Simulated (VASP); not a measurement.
# H (P2_12_12_1) in VASP: relaxation of cell and atoms with PBEsol

Aim: the relaxation of cell and atoms of H with PBEsol.

Program: VASP 6.6.1. These are calculated values, not measurements. Logs are shortened: lines on timing, memory, paths and dates and some standing lists are left out, and cuts for length are marked.

### 1 The cell of the first run

Symmetry: P2_12_12_1, No. 19, orthorhombic system. The conventional cell has a = 6.915 Å, b = 6.989 Å, c = 7.176 Å, α = 90.00°, β = 90.00°, γ = 90.00°. H (site symmetry 1) has 1 H at 0.76 Å within 1.0 Å. H (site symmetry 1) has 1 H at 0.76 Å within 1.0 Å.

### 2 Relaxation of cell and atoms, PBEsol

Contents of INCAR:

```
PREC     = Accurate       # precision mode
ENCUT    = 600            # plane-wave cutoff, eV
EDIFF    = 1E-7           # SCF threshold, eV
ISMEAR   = 0              # smearing method
SIGMA    = 0.02           # smearing width, eV
LREAL    = False          # projectors in reciprocal space
LASPH    = True           # aspherical terms in the spheres
NELM     = 100            # most SCF steps
ALGO     = Normal         # electronic algorithm
ISIF     = 3              # what is computed and relaxed
LWAVE    = False          # write WAVECAR
LCHARG   = False          # write CHGCAR
GGA      = PS             # functional
IBRION   = 2              # ionic algorithm
NSW      = 100            # ionic steps
EDIFFG   = -0.01          # ionic threshold
```

Contents of KPOINTS:

```
Automatic mesh
0
Gamma
  4 4 4
```

Contents of POSCAR:

```
H
1.0
    6.9154005747      0.0000000000      0.0000000000
    0.0000000000      6.9890316806      0.0000000000
    0.0000000000      0.0000000000      7.1760348702
H
8
Direct
    0.4238586161      0.7058103313      0.5633084592
    0.9238586161      0.7941896687      0.4366915408
    0.5761413839      0.2058103313      0.9366915408
    0.0761413839      0.2941896687      0.0633084592
    0.5756562187      0.1310505227      0.8600601949
    0.0756562187      0.3689494773      0.1399398051
    0.4243437813      0.6310505227      0.6399398051
    0.9243437813      0.8689494773      0.3600601949
```

Potentials or basis: VASP PAW PBE potentials, release 64 (H).

Run with:

```console
cat potpaw_PBE.64/H/POTCAR > POTCAR
mpirun -np 1 vasp_std > vasp.out
```

OUTCAR:

```text
PREC = Accurate
   ENCUT = 600
   EDIFF = 1E-7
   ISMEAR = 0
   LREAL = False
   LASPH = True
   NELM = 100
   ISIF = 3
   GGA = PS
   IBRION = 2
   NSW = 100
   EDIFFG = -0.01

 ion  position               nearest neighbor table
   1  0.424  0.706  0.563-   7 0.76
   2  0.924  0.794  0.437-   8 0.76
   3  0.576  0.206  0.937-   5 0.76
   4  0.076  0.294  0.063-   6 0.76
   5  0.576  0.131  0.860-   3 0.76
   6  0.076  0.369  0.140-   4 0.76
   7  0.424  0.631  0.640-   1 0.76
   8  0.924  0.869  0.360-   2 0.76

  LATTYP: Found a simple orthorhombic cell.
 ALAT       =     6.9154005747
 B/A-ratio  =     1.0106474101
 C/A-ratio  =     1.0376889658

  Lattice vectors:

 A1 = (   6.9154005747,   0.0000000000,   0.0000000000)
 A2 = (   0.0000000000,   6.9890316806,   0.0000000000)
 A3 = (   0.0000000000,   0.0000000000,   7.1760348702)

Analysis of symmetry for initial positions (statically):
=====================================================================
 Subroutine PRICEL returns:
 Original cell was already a primitive cell.

 Routine SETGRP: Setting up the symmetry group for a
 simple orthorhombic supercell.

 Subroutine GETGRP returns: Found  4 space group operations
 (whereof  1 operations were pure point group operations)
 out of a pool of  8 trial point group operations.

The static configuration has the point symmetry C_1 .
 The point group associated with its full space group is D_2 .

Analysis of symmetry for dynamics (positions and initial velocities):
=====================================================================
 Subroutine PRICEL returns:
 Original cell was already a primitive cell.

 Routine SETGRP: Setting up the symmetry group for a
 simple orthorhombic supercell.

 Subroutine GETGRP returns: Found  4 space group operations
 (whereof  1 operations were pure point group operations)
 out of a pool of  8 trial point group operations.

The dynamic configuration has the point symmetry C_1 .
 The point group associated with its full space group is D_2 .

 Subroutine INISYM returns: Found  4 space group operations
 (whereof  1 operations are pure point group operations),
 and found     1 'primitive' translations

----------------------------------------------------------------------------------------

                                     Primitive cell

  volume of cell :     346.8318

  direct lattice vectors                    reciprocal lattice vectors
     6.915400575  0.000000000  0.000000000     0.144604783  0.000000000  0.000000000
     0.000000000  6.989031681  0.000000000     0.000000000  0.143081337  0.000000000
     0.000000000  0.000000000  7.176034870     0.000000000  0.000000000  0.139352723

  length of vectors
     6.915400575  6.989031681  7.176034870     0.144604783  0.143081337  0.139352723

  position of ions in fractional coordinates (direct lattice)
     0.423858616  0.705810331  0.563308459
     0.923858616  0.794189669  0.436691541
     0.576141384  0.205810331  0.936691541
     0.076141384  0.294189669  0.063308459
     0.575656219  0.131050523  0.860060195
     0.075656219  0.368949477  0.139939805
     0.424343781  0.631050523  0.639939805
     0.924343781  0.868949477  0.360060195

  ion indices of the primitive-cell ions
   primitive index   ion index
                 1           1
                 2           2
                 3           3
                 4           4
                 5           5
                 6           6
                 7           7
                 8           8

----------------------------------------------------------------------------------------

 KPOINTS: Automatic mesh

Automatic generation of k-mesh.
 Grid dimensions read from file:
 generate k-points for:    4    4    4

 Generating k-lattice:

  Cartesian coordinates                     Fractional coordinates (reciprocal lattice)
     0.036151196  0.000000000  0.000000000     0.250000000  0.000000000  0.000000000
     0.000000000  0.035770334  0.000000000     0.000000000  0.250000000  0.000000000
     0.000000000  0.000000000  0.034838181     0.000000000  0.000000000  0.250000000

  Length of vectors
     0.036151196  0.035770334  0.034838181

  Shift w.r.t. Gamma in fractional coordinates (k-lattice)
     0.000000000  0.000000000  0.000000000

 Subroutine IBZKPT returns following result:
 ===========================================

 Found     27 irreducible k-points:

 Following reciprocal coordinates:
            Coordinates               Weight
  0.000000  0.000000  0.000000      1.000000
  0.250000  0.000000  0.000000      2.000000
  0.500000  0.000000  0.000000      1.000000
  0.000000  0.250000  0.000000      2.000000
  0.250000  0.250000  0.000000      4.000000
  0.500000  0.250000  0.000000      2.000000
[... 16 lines left out ...]
  0.250000  0.250000  0.500000      4.000000
  0.500000  0.250000  0.500000      2.000000
 [... further k-points ...]
   k-points           NKPTS =     27   k-points in BZ     NKDIM =     27   number of bands    NBANDS=      9
   number of dos      NEDOS =    301   number of ions     NIONS =      8
   total plane-waves  NPLWV = 188160
   dimension x,y,z NGX =    56 NGY =   56 NGZ =   60
   dimension x,y,z NGXF=   112 NGYF=  112 NGZF=  120
   ions per type =               8
   NGX,Y,Z   is equivalent  to a cutoff of  13.46, 13.32, 13.90 a.u.
   NGXF,Y,Z  is equivalent  to a cutoff of  26.92, 26.64, 27.80 a.u.
 SYSTEM =  unknown system
   PREC   = accura    normal or accurate (medium, high low for compatibility)
   ISTART =      0    job   : 0-new  1-cont  2-samecut
   ICHARG =      2    charge: 1-file 2-atom 10-const
   ISPIN  =      1    spin polarized calculation?
   LNONCOLLINEAR =      F non collinear calculations
   LSORBIT =      F    spin-orbit coupling
   LASPH  =      T    aspherical Exc in radial PAW
   ENCUT  =  600.0 eV  44.10 Ry    6.64 a.u.  13.81 13.96 14.33*2*pi/ulx,y,z
   NELM   =    100;   NELMIN=  2; NELMDL= -5     # of ELM steps
   EDIFF  = 0.1E-06   stopping-criterion for ELM
   LREAL  =      F    real-space projection
   EDIFFG = -.1E-01   stopping-criterion for IOM
   NSW    =    100    number of steps for IOM
   IBRION =      2    ionic relax: 0-MD 1-quasi-New 2-CG
   NFREE  =      1    steps in history (QN), initial steepest desc. (CG)
   ISIF   =      3    stress and relaxation
   ISYM   =      2    0-nonsym 1-usesym 2-fastsym
   POTIM  = 0.5000    time-step for ionic-motion
   TEBEG  =    0.0;   TEEND  =   0.0 temperature during run
   PSTRESS=    0.0 pullay stress
   NELECT =       8.0000    total number of electrons
   NUPDOWN=      -1.0000    fix difference up-down
   EMIN   =  10.00;   EMAX   =-10.00  energy-range for DOS
   EFERMI =   0.00;   METHOD = LEGACY
   ISMEAR =     0;   SIGMA  =   0.02  broadening in eV -4-tet -1-fermi 0-gaus
   EFERMI_NEDOS =   21; number of points for ismear=-14 and -15
   IALGO  =     38    algorithm
   IMIX   =      4    mixing-type and parameters
     AMIX     =   0.40;   BMIX     =  1.00
     AMIX_MAG =   1.60;   BMIX_MAG =  1.00
  volume/ion in A,a.u.               =      43.35       292.57
  Fermi-wavevector in a.u.,A,eV,Ry     =   0.466014  0.880638  2.954758  0.217169
  Thomas-Fermi vector in A             =   1.455637
   LORBIT       =      0    0 simple, 1 ext, 2 COOP (PROOUT), +10 PAW based schemes
   GGA     = PS    functional components
   LHFCALC =     F    Hartree Fock is set to
   AEXX    =    0.0000 exact exchange contribution
   IVDW    =     0    specifies the selected vdW correction
   LEPSILON=     F    determine dielectric tensor
   LRPA    =     F    only Hartree local field effects (RPA)
 conjugate gradient relaxation of ions
 non-spin polarized calculation
 Gauss-broadening in eV      SIGMA  =   0.02
  energy-cutoff  :      600.00
  volume of cell :      346.83
 maximum number of plane-waves:     11644
 NGX is ok and might be reduce to    56
   NGX = 27   NGY = 27   NGZ = 29

 number of electron       8.0000000 magnetization

 Free energy of the ion-electron system (eV)
  ---------------------------------------------------
  ext. energy  EPLUGINS =         0.00000000
  ---------------------------------------------------
  free energy    TOTEN  =       -26.07888556 eV

  energy without entropy =      -26.07888556  energy(sigma->0) =      -26.07888556

 E-fermi :  -9.5634     XC(G=0):  -2.5812

 val. band max:       -9.6578584980   @ k =   0.0000   0.0000   0.0000
 cond. band min:      -0.1755976620   @ k =   0.0000   0.5000   0.5000
 fundamental gap:      9.4822608360
 Fermi energy:        -9.5633694006

 k-point     1 :       0.0000    0.0000    0.0000
  band No.  band energies     occupation
      1      -9.9335      2.00000
      2      -9.7901      2.00000
      3      -9.7342      2.00000
      4      -9.6579      2.00000
      5       0.0780      0.00000
      6       0.6386      0.00000
      7       0.7827      0.00000
      8       0.9781      0.00000
      9       1.2185      0.00000

 k-point     2 :       0.2500    0.0000    0.0000
  band No.  band energies     occupation
      1      -9.9056      2.00000
      2      -9.7702      2.00000
      3      -9.7651      2.00000
      4      -9.6762      2.00000
      5       0.1392      0.00000
      6       0.5668      0.00000
      7       0.6520      0.00000
      8       0.9041      0.00000
      9       1.2343      0.00000
[... 253 lines left out ...]
 k-point    24 :       0.5000    0.2500    0.5000
  band No.  band energies     occupation
      1      -9.8155      2.00000
      2      -9.8155      2.00000
      3      -9.7425      2.00000
      4      -9.7425      2.00000
      5       0.0367      0.00000
      6       0.0367      0.00000
      7       0.6430      0.00000
      8       0.6430      0.00000
      9       1.6131      0.00000

 [... further k-points ...]

------------------------ aborting loop because EDIFF is reached ----------------------------------------

  FORCE on cell =-STRESS in cart. coord.  units (eV):
  Direction    XX          YY          ZZ          XY          YZ          ZX
  --------------------------------------------------------------------------------------
  -------------------------------------------------------------------------------------
  Total       -0.0742599     -0.0699031     -0.0549618      0.0000000      0.0000000      0.0000000
  in kB       -0.3430410     -0.3229149     -0.2538940      0.0000000      0.0000000      0.0000000
  external PRESSURE =      -0.3066167 kB  Pullay stress =       0.0000000 kB

 VOLUME and BASIS-vectors are now :
 -----------------------------------------------------------------------------
  energy-cutoff  :      600.00
  volume of cell :      346.83
      direct lattice vectors                 reciprocal lattice vectors
     6.915400575  0.000000000  0.000000000     0.144604783  0.000000000  0.000000000
     0.000000000  6.989031681  0.000000000     0.000000000  0.143081337  0.000000000
     0.000000000  0.000000000  7.176034870     0.000000000  0.000000000  0.139352723

 POSITION                                       TOTAL-FORCE (eV/Angst)
 -----------------------------------------------------------------------------------
      2.93115      4.93293      4.04232        -0.000131     -0.000904      0.001230
      6.38885      5.55062      3.13371        -0.000131      0.000904     -0.001230
      3.98425      1.43841      6.72173         0.000131     -0.000904     -0.001230
      0.52655      2.05610      0.45430         0.000131      0.000904      0.001230
      3.98089      0.91592      6.17182        -0.000771      0.001300      0.000790
      0.52319      2.57860      1.00421        -0.000771     -0.001300     -0.000790
      2.93451      4.41043      4.59223         0.000771      0.001300     -0.000790
      6.39221      6.07312      2.58380         0.000771     -0.001300      0.000790
 -----------------------------------------------------------------------------------
    total drift:                                0.000000     -0.000000      0.000000

  FREE ENERGIE OF THE ION-ELECTRON SYSTEM (eV)
  ---------------------------------------------------
  free  energy   TOTEN  =       -26.0788855589 eV

  energy  without entropy=      -26.0788855589  energy(sigma->0) =      -26.07888556

 reached required accuracy - stopping structural energy minimisation
```

Wall time 97 s (1 thread of Intel Xeon Platinum 8488C (Sapphire Rapids), shared host); peak memory 0.46 GiB.

Results:

- Free energy: -26.0789 eV
- Pressure after relaxing: 0.0 GPa
- Band gap on the k mesh: 9.48 eV (least direct gap 9.52 eV)

Final structure:
```
H
1.0
     6.91540    0.00000    0.00000
     0.00000    6.98903    0.00000
     0.00000    0.00000    7.17603
H
8
Direct
  0.42386 0.70581 0.56331
  0.92386 0.79419 0.43669
  0.57614 0.20581 0.93669
  0.07614 0.29419 0.06331
  0.57566 0.13105 0.86006
  0.07566 0.36895 0.13994
  0.42434 0.63105 0.63994
  0.92434 0.86895 0.36006
```

Caveat: this functional lacks dispersion, which holds the molecules together, so the pressure and a relaxed volume are unreliable; the PAW data sets were made with another functional, which shifts forces and pressure a little. A k mesh can miss the band edges.
